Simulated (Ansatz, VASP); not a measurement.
## Two plane-wave programs on MgSi

The input INCAR:

```
SYSTEM = MgSi
ALGO = Normal
EDIFF = 1E-7
ENCUT = 520
ISIF = 2
ISMEAR = 0
LASPH = .TRUE.
LCHARG = .TRUE.
LELF = .TRUE.
LREAL = .FALSE.
LVHAR = .TRUE.
LWAVE = .FALSE.
NBANDS = 10
NELM = 60
PREC = Accurate
SIGMA = 0.15
```

The input KPOINTS:

```
k-points
0
G
  18 18 14
  0 0 0
```

File POSCAR:

```
MgSi
1.0
    2.8174465016      0.0000000000      0.0000000000
    0.0000000000      2.8174465016      0.0000000000
    0.0000000000      0.0000000000      4.3726209896
Mg Si
1 1
Direct
    0.0000000000      0.0000000000      0.0000000000
    0.5000000000      0.5000000000      0.5000000000
```

Input for Ansatz:

```yaml
crystal:
  lattice:
    - [2.8174465016, 0.0, 0.0]
    - [0.0, 2.8174465016, 0.0]
    - [0.0, 0.0, 4.3726209896]
  atoms:
    - { symbol: Mg, position: [0.0, 0.0, 0.0] }
    - { symbol: Si, position: [0.5, 0.5, 0.5] }
basis:
  ecutwfc: 420
kpoints:
  mp_grid: { grid: [18, 18, 14] }
hamiltonian:
  xc: lda
scf:
  occupations: { method: gaussian, width: 0.15 }
output:
  forces: true
  stress: true
  eigenvalues: true
```

Alike in both runs: task single point; functional LDA; k mesh 18 × 18 × 14; occupations gaussian, width 0.15 eV; no spin polarisation.

|  | VASP | Ansatz |
| --- | --- | --- |
| version | VASP 6.6.1 | Ansatz 0.2.0 |
| potentials or method | VASP PAW LDA potentials, release 64 (Mg, Si), cutoff 520 eV | scalar-relativistic, plane waves, PAW |
| valence electrons in the cell | 6 | 14 |

|  | VASP | Ansatz | Ansatz less VASP |
| --- | --- | --- | --- |
| gap on the k mesh at the Fermi level (eV) | none | none | - |
| pressure (GPa) | -4.0 | -3.6 | +0.38 |
| traceless stress, the component that is largest in VASP (GPa) | -4.77 | -4.69 | +0.071 |

LDA's correlation is that of Perdew and Zunger in VASP and of Perdew and Wang (1992) in Ansatz. A gap of «none» marks a metal or a gap that the smearing closes. VASP's potentials hold 6 valence electrons a cell and Ansatz's 14, so a difference there can come from the potentials and not from the codes.
